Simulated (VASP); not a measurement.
# NaI in VASP: further runs

NaI is run at these levels: r2SCAN; tasks: single point.

All numbers are computed with VASP 6.6.1; they aren't measurements. Logs are shortened: lines on timing, memory, paths and dates and some standing lists are left out, and cuts for length are marked.

## Step 1: The cell of the first run

It takes space group Fm-3m (No. 225, cubic). Conventional cell: a = 6.667 Å, b = 6.667 Å, c = 6.667 Å, α = 90.00°, β = 90.00°, γ = 90.00°. Within 4.4 Å of Na (site symmetry m-3m) lie 6 I at 3.33 Å. I (site symmetry m-3m) has 6 Na at 3.33 Å within 4.4 Å.

## Step 2: Single point, r2SCAN (strain +0.030 along x and y, +0.030 along z)

Input file POSCAR:

```
NaI
1.0
    0.0000000000      3.3334920000      3.3334920000
    3.3334920000      0.0000000000      3.3334920000
    3.3334920000      3.3334920000      0.0000000000
Na I
1 1
Direct
    0.0000000000      0.0000000000      0.0000000000
    0.5000000000      0.5000000000      0.5000000000
```

Input file INCAR.step1:

```
PREC = Accurate
ENCUT = 520
ISMEAR = 0
SIGMA = 0.05
LREAL = False
LASPH = True
NELM = 80
NBANDS = 14
GGA = PE
ALGO = Normal
EDIFF = 1E-4
LWAVE = True
LCHARG = False
```

Input file INCAR.step2:

```
PREC = Accurate
ENCUT = 520
EDIFF = 1E-6
ISMEAR = 0
SIGMA = 0.05
LREAL = False
LASPH = True
NELM = 80
ALGO = Normal
ISIF = 2
LWAVE = False
LCHARG = False
METAGGA = R2SCAN
LMIXTAU = True
NBANDS = 14
ISTART = 1
```

Input file KPOINTS:

```
regular mesh
0
Gamma
  6 6 6
```

Potentials or basis: VASP PAW PBE potentials, release 64 (Na_pv, I).

Started as:

```sh
$ cat potpaw_PBE.64/Na_pv/POTCAR potpaw_PBE.64/I/POTCAR > POTCAR
$ cp INCAR.step1 INCAR
$ mpirun -np 1 vasp_std > vasp.out
$ cp INCAR.step2 INCAR
$ mpirun -np 1 vasp_std > vasp.out
```

OUTCAR:

```text
PREC = Accurate
   ENCUT = 520
   EDIFF = 1E-6
   ISMEAR = 0
   LREAL = False
   LASPH = True
   NELM = 80
   ISIF = 2
   METAGGA = R2SCAN
   ISTART = 1

 ion  position               nearest neighbor table
   1  0.000  0.000  0.000-
   2  0.500  0.500  0.500-

  LATTYP: Found a face centered cubic cell.
 ALAT       =     6.6669840000

  Lattice vectors:

 A1 = (   0.0000000000,   3.3334920000,   3.3334920000)
 A2 = (   3.3334920000,   0.0000000000,   3.3334920000)
 A3 = (   3.3334920000,   3.3334920000,   0.0000000000)

Analysis of symmetry for initial positions (statically):
=====================================================================
 Subroutine PRICEL returns:
 Original cell was already a primitive cell.

 Routine SETGRP: Setting up the symmetry group for a
 face centered cubic supercell.

 Subroutine GETGRP returns: Found 48 space group operations
 (whereof 48 operations were pure point group operations)
 out of a pool of 48 trial point group operations.

The static configuration has the point symmetry O_h .

Analysis of symmetry for dynamics (positions and initial velocities):
=====================================================================
 Subroutine PRICEL returns:
 Original cell was already a primitive cell.

 Routine SETGRP: Setting up the symmetry group for a
 face centered cubic supercell.

 Subroutine GETGRP returns: Found 48 space group operations
 (whereof 48 operations were pure point group operations)
 out of a pool of 48 trial point group operations.

The dynamic configuration has the point symmetry O_h .

 Subroutine INISYM returns: Found 48 space group operations
 (whereof 48 operations are pure point group operations),
 and found     1 'primitive' translations

----------------------------------------------------------------------------------------

                                     Primitive cell

  volume of cell :      74.0847

  direct lattice vectors                    reciprocal lattice vectors
     0.000000000  3.333492000  3.333492000    -0.149992860  0.149992860  0.149992860
     3.333492000  0.000000000  3.333492000     0.149992860 -0.149992860  0.149992860
     3.333492000  3.333492000  0.000000000     0.149992860  0.149992860 -0.149992860

  length of vectors
     4.714269596  4.714269596  4.714269596     0.259795255  0.259795255  0.259795255

  position of ions in fractional coordinates (direct lattice)
     0.000000000  0.000000000  0.000000000
     0.500000000  0.500000000  0.500000000

  ion indices of the primitive-cell ions
   primitive index   ion index
                 1           1
                 2           2

----------------------------------------------------------------------------------------

 KPOINTS: regular mesh

Automatic generation of k-mesh.
 Grid dimensions read from file:
 generate k-points for:    6    6    6

 Generating k-lattice:

  Cartesian coordinates                     Fractional coordinates (reciprocal lattice)
    -0.024998810  0.024998810  0.024998810     0.166666667  0.000000000  0.000000000
     0.024998810 -0.024998810  0.024998810     0.000000000  0.166666667  0.000000000
     0.024998810  0.024998810 -0.024998810     0.000000000  0.000000000  0.166666667

  Length of vectors
     0.043299209  0.043299209  0.043299209

  Shift w.r.t. Gamma in fractional coordinates (k-lattice)
     0.000000000  0.000000000  0.000000000

 Subroutine IBZKPT returns following result:
 ===========================================

 Found     16 irreducible k-points:

 Following reciprocal coordinates:
            Coordinates               Weight
  0.000000  0.000000  0.000000      1.000000
  0.166667  0.000000  0.000000      8.000000
  0.333333  0.000000  0.000000      8.000000
  0.500000  0.000000  0.000000      4.000000
  0.166667  0.166667  0.000000      6.000000
  0.333333  0.166667  0.000000     24.000000
[... 8 lines left out ...]
 -0.333333  0.333333  0.166667     24.000000
 -0.333333  0.500000  0.166667     12.000000
   k-points           NKPTS =     16   k-points in BZ     NKDIM =     16   number of bands    NBANDS=     14
   number of dos      NEDOS =    301   number of ions     NIONS =      2
   total plane-waves  NPLWV =  46656
   dimension x,y,z NGX =    36 NGY =   36 NGZ =   36
   dimension x,y,z NGXF=    72 NGYF=   72 NGZF=   72
   ions per type =               1   1
   NGX,Y,Z   is equivalent  to a cutoff of  12.70, 12.70, 12.70 a.u.
   NGXF,Y,Z  is equivalent  to a cutoff of  25.39, 25.39, 25.39 a.u.
 SYSTEM =  unknown system
   PREC   = accura    normal or accurate (medium, high low for compatibility)
   ISTART =      1    job   : 0-new  1-cont  2-samecut
   ICHARG =      0    charge: 1-file 2-atom 10-const
   ISPIN  =      1    spin polarized calculation?
   LNONCOLLINEAR =      F non collinear calculations
   LSORBIT =      F    spin-orbit coupling
   LASPH  =      T    aspherical Exc in radial PAW
   ENCUT  =  520.0 eV  38.22 Ry    6.18 a.u.   8.77  8.77  8.77*2*pi/ulx,y,z
   NELM   =     80;   NELMIN=  2; NELMDL=  0     # of ELM steps
   EDIFF  = 0.1E-05   stopping-criterion for ELM
   LREAL  =      F    real-space projection
   EDIFFG = 0.1E-04   stopping-criterion for IOM
   NSW    =      0    number of steps for IOM
   IBRION =     -1    ionic relax: 0-MD 1-quasi-New 2-CG
   NFREE  =      0    steps in history (QN), initial steepest desc. (CG)
   ISIF   =      2    stress and relaxation
   ISYM   =      2    0-nonsym 1-usesym 2-fastsym
   POTIM  = 0.5000    time-step for ionic-motion
   TEBEG  =    0.0;   TEEND  =   0.0 temperature during run
   PSTRESS=    0.0 pullay stress
   NELECT =      14.0000    total number of electrons
   NUPDOWN=      -1.0000    fix difference up-down
   EMIN   =  10.00;   EMAX   =-10.00  energy-range for DOS
   EFERMI =   0.00;   METHOD = LEGACY
   ISMEAR =     0;   SIGMA  =   0.05  broadening in eV -4-tet -1-fermi 0-gaus
   EFERMI_NEDOS =   21; number of points for ismear=-14 and -15
   IALGO  =     38    algorithm
   IMIX   =      4    mixing-type and parameters
     AMIX     =   0.40;   BMIX     =  1.00
     AMIX_MAG =   1.60;   BMIX_MAG =  1.00
  volume/ion in A,a.u.               =      37.04       249.97
  Fermi-wavevector in a.u.,A,eV,Ry     =   0.939452  1.775308 12.008104  0.882571
  Thomas-Fermi vector in A             =   2.066766
   LORBIT       =      0    0 simple, 1 ext, 2 COOP (PROOUT), +10 PAW based schemes
   METAGGA = R2SCAN    functional components
   LHFCALC =     F    Hartree Fock is set to
   AEXX    =    0.0000 exact exchange contribution
   IVDW    =     0    specifies the selected vdW correction
   LEPSILON=     F    determine dielectric tensor
   LRPA    =     F    only Hartree local field effects (RPA)
 non-spin polarized calculation
 Gauss-broadening in eV      SIGMA  =   0.05
  energy-cutoff  :      520.00
  volume of cell :       74.08
 maximum number of plane-waves:      2012
   NGX = 17   NGY = 17   NGZ = 17

 number of electron      14.0000009 magnetization

 Free energy of the ion-electron system (eV)
  ---------------------------------------------------
  ext. energy  EPLUGINS =         0.00000000
  ---------------------------------------------------
  free energy    TOTEN  =       -31.05330751 eV

  energy without entropy =      -31.05330751  energy(sigma->0) =      -31.05330751

 E-fermi :   0.1647     XC(G=0):  -7.6944

 val. band max:       -0.1012278276   @ k =   0.0000   0.0000   0.0000
 cond. band min:       4.0853799343   @ k =   0.0000   0.0000   0.0000
 fundamental gap:      4.1866077619
 Fermi energy:         0.1647254277

 k-point     1 :       0.0000    0.0000    0.0000
  band No.  band energies     occupation
      1     -23.4645      2.00000
      2     -23.4643      2.00000
      3     -23.4643      2.00000
      4     -11.2326      2.00000
      5      -0.1012      2.00000
      6      -0.1012      2.00000
      7      -0.1012      2.00000
      8       4.0854      0.00000
      9       8.3627      0.00000
     10       8.3627      0.00000
     11       8.3627      0.00000
     12      10.0802      0.00000
     13      10.0802      0.00000
     14      10.8969      0.00000

 k-point     2 :       0.1667    0.0000    0.0000
  band No.  band energies     occupation
      1     -23.4651      2.00000
      2     -23.4645      2.00000
      3     -23.4643      2.00000
      4     -11.1719      2.00000
      5      -0.7107      2.00000
      6      -0.1661      2.00000
      7      -0.1661      2.00000
      8       4.8201      0.00000
      9       7.8652      0.00000
     10       8.5420      0.00000
     11       8.5420      0.00000
     12       9.6243      0.00000
     13       9.6243      0.00000
     14      11.2801      0.00000

 k-point     3 :       0.3333    0.0000    0.0000
  band No.  band energies     occupation
      1     -23.4666      2.00000
      2     -23.4646      2.00000
      3     -23.4644      2.00000
      4     -11.0448      2.00000
      5      -1.6134      2.00000
      6      -0.2886      2.00000
      7      -0.2886      2.00000
      8       5.5228      0.00000
      9       8.1340      0.00000
     10       8.1341      0.00000
     11       8.2666      0.00000
     12      10.6292      0.00000
     13      10.6456      0.00000
     14      10.6456      0.00000

 k-point     4 :       0.5000    0.0000    0.0000
  band No.  band energies     occupation
      1     -23.4674      2.00000
      2     -23.4646      2.00000
      3     -23.4645      2.00000
      4     -10.9780      2.00000
      5      -1.9863      2.00000
      6      -0.3466      2.00000
      7      -0.3466      2.00000
      8       5.5458      0.00000
      9       7.8854      0.00000
     10       7.8855      0.00000
     11       9.0059      0.00000
     12      10.7160      0.00000
     13      12.5109      0.00000
     14      12.5109      0.00000

 k-point     5 :       0.1667    0.1667    0.0000
  band No.  band energies     occupation
      1     -23.4650      2.00000
      2     -23.4646      2.00000
      3     -23.4645      2.00000
      4     -11.1527      2.00000
      5      -0.7047      2.00000
      6      -0.2819      2.00000
      7      -0.2819      2.00000
      8       5.0741      0.00000
      9       7.4027      0.00000
     10       8.4724      0.00000
     11       8.9379      0.00000
[... 140 lines left out ...]
 k-point    14 :       0.5000    0.3333    0.1667
  band No.  band energies     occupation
      1     -23.4665      2.00000
      2     -23.4654      2.00000
      3     -23.4648      2.00000
      4     -10.9670      2.00000
      5      -1.5481      2.00000
      6      -0.8850      2.00000
      7      -0.5353      2.00000
      8       6.3491      0.00000
      9       7.1502      0.00000
     10       7.3714      0.00000
     11       9.3374      0.00000
     12      10.4677      0.00000
     13      12.4933      0.00000
     14      13.1015      0.00000

 k-point    15 :      -0.3333    0.3333    0.1667
  band No.  band energies     occupation
      1     -23.4665      2.00000
      2     -23.4657      2.00000
      3     -23.4650      2.00000
      4     -10.9246      2.00000
      5      -1.5805      2.00000
      6      -1.1090      2.00000
      7      -0.6515      2.00000
      8       6.4810      0.00000
      9       7.0227      0.00000
     10       8.1797      0.00000
     11       8.8670      0.00000
     12      10.7931      0.00000
     13      12.0999      0.00000
     14      13.1147      0.00000

 k-point    16 :      -0.3333    0.5000    0.1667
  band No.  band energies     occupation
      1     -23.4664      2.00000
      2     -23.4657      2.00000
      3     -23.4654      2.00000
      4     -10.9078      2.00000
      5      -1.5510      2.00000
      6      -1.0536      2.00000
      7      -0.8525      2.00000
      8       5.8422      0.00000
      9       6.9196      0.00000
     10       8.8293      0.00000
     11       8.9963      0.00000
     12      11.9411      0.00000
     13      12.7777      0.00000
     14      12.7803      0.00000

------------------------ aborting loop because EDIFF is reached ----------------------------------------

  FORCE on cell =-STRESS in cart. coord.  units (eV):
  Direction    XX          YY          ZZ          XY          YZ          ZX
  --------------------------------------------------------------------------------------
  -------------------------------------------------------------------------------------
  Total       -0.6217653     -0.6217653     -0.6217653      0.0000000      0.0000000      0.0000000
  in kB      -13.4464868    -13.4464868    -13.4464868      0.0000000      0.0000000      0.0000000
  external PRESSURE =     -13.4464868 kB  Pullay stress =       0.0000000 kB

 VOLUME and BASIS-vectors are now :
 -----------------------------------------------------------------------------
  energy-cutoff  :      520.00
  volume of cell :       74.08
      direct lattice vectors                 reciprocal lattice vectors
     0.000000000  3.333492000  3.333492000    -0.149992860  0.149992860  0.149992860
     3.333492000  0.000000000  3.333492000     0.149992860 -0.149992860  0.149992860
     3.333492000  3.333492000  0.000000000     0.149992860  0.149992860 -0.149992860

 POSITION                                       TOTAL-FORCE (eV/Angst)
 -----------------------------------------------------------------------------------
      0.00000      0.00000      0.00000         0.000000     -0.000000      0.000000
      3.33349      3.33349      3.33349         0.000000      0.000000     -0.000000
 -----------------------------------------------------------------------------------
    total drift:                                0.000000      0.000000      0.000000

  FREE ENERGIE OF THE ION-ELECTRON SYSTEM (eV)
  ---------------------------------------------------
  free  energy   TOTEN  =       -31.0533075074 eV

  energy  without entropy=      -31.0533075074  energy(sigma->0) =      -31.05330751
```

Wall time 29 s (1 thread of Intel Xeon 6975P-C (Granite Rapids), shared host); peak memory 0.21 GiB.

What came out:

| Item | Value |
| --- | --- |
| Free energy | -31.0533 eV |
| Pressure | -1.3 GPa |
| Band gap on the k mesh | 4.19 eV |

Levels at points of the mesh, in eV from the valence-band top:
| k point | band 5 | band 6 | band 7 | band 8 | band 9 | band 10 |
| --- | --- | --- | --- | --- | --- | --- |
| (0.00, 0.00, 0.00) | 0.00 | 0.00 | 0.00 | 4.19 | 8.46 | 8.46 |
| (0.50, 0.00, 0.00) | -1.89 | -0.25 | -0.25 | 5.65 | 7.99 | 7.99 |
| (0.50, 0.50, 0.00) | -1.66 | -0.65 | -0.65 | 5.16 | 6.16 | 10.14 |

Caveat: the cell differs from its parent crystal (strain +0.030 along x and y, +0.030 along z); the PAW data sets were made with another functional, which shifts forces and pressure a little; spin-orbit coupling is left out, which moves the levels of the heavy elements.

## Step 3: Single point, r2SCAN (strain -0.030 along x and y, -0.015 along z)

Input file POSCAR:

```
NaI
1.0
    0.0000000000      3.1393080000      3.1878540000
    3.1393080000      0.0000000000      3.1878540000
    3.1393080000      3.1393080000      0.0000000000
Na I
1 1
Direct
    0.0000000000      0.0000000000      0.0000000000
    0.5000000000      0.5000000000      0.5000000000
```

Input file INCAR.step1:

```
SYSTEM = NaI
  ALGO = Normal
  EDIFF = 1E-4
  ENCUT = 520
  GGA = PE
  ISMEAR = 0
  LASPH = .TRUE.
  LCHARG = .FALSE.
  LREAL = .FALSE.
  LWAVE = .TRUE.
  NBANDS = 14
  NELM = 60
  PREC = Accurate
  SIGMA = 0.05
```

Input file INCAR.step2:

```
SYSTEM = NaI
  ALGO = Normal
  EDIFF = 1E-6
  ENCUT = 520
  ISIF = 2
  ISMEAR = 0
  ISTART = 1
  LASPH = .TRUE.
  LCHARG = .FALSE.
  LMIXTAU = .TRUE.
  LREAL = .FALSE.
  LWAVE = .FALSE.
  METAGGA = R2SCAN
  NBANDS = 14
  NELM = 60
  PREC = Accurate
  SIGMA = 0.05
```

Input file KPOINTS:

```
k-points
0
G
  6 6 6
  0 0 0
```

Potentials or basis: VASP PAW PBE potentials, release 64 (Na_pv, I).

Started as:

```sh
$ cat potpaw_PBE.64/Na_pv/POTCAR potpaw_PBE.64/I/POTCAR > POTCAR
$ cp INCAR.step1 INCAR
$ mpirun -np 1 vasp_std > vasp.out
$ cp INCAR.step2 INCAR
$ mpirun -np 1 vasp_std > vasp.out
```

Wall time 44 s (1 thread of Intel Xeon 6975P-C (Granite Rapids), shared host); peak memory 0.21 GiB.

Results (log left out):

* Free energy: -31.0684 eV
* Pressure: 1.4 GPa
* Band gap on the k mesh: 4.68 eV

Stress tensor (GPa, compression positive):
```
1.57 0.00 0.00
0.00 1.57 0.00
0.00 0.00 0.97
```

Levels at points of the mesh, in eV from the valence-band top:
```csv
k point,band 4,band 5,band 6,band 7,band 8,band 9,band 10,band 11
"(0.00, 0.00, 0.00)",-11.57,-0.02,-0.02,0.00,4.68,8.38,8.49,8.49
"(0.50, 0.00, 0.00)",-11.16,-2.48,-0.38,-0.34,5.71,8.06,8.19,10.36
"(0.50, 0.50, 0.00)",-11.07,-2.21,-0.85,-0.85,5.29,5.90,11.18,12.40
"(0.50, 0.00, 0.50)",-11.05,-2.21,-0.93,-0.86,5.26,5.85,11.29,12.40
```

Caveat: the cell differs from its parent crystal (strain -0.030 along x and y, -0.015 along z); the PAW data sets were made with another functional, which shifts forces and pressure a little; spin-orbit coupling is left out, which moves the levels of the heavy elements.
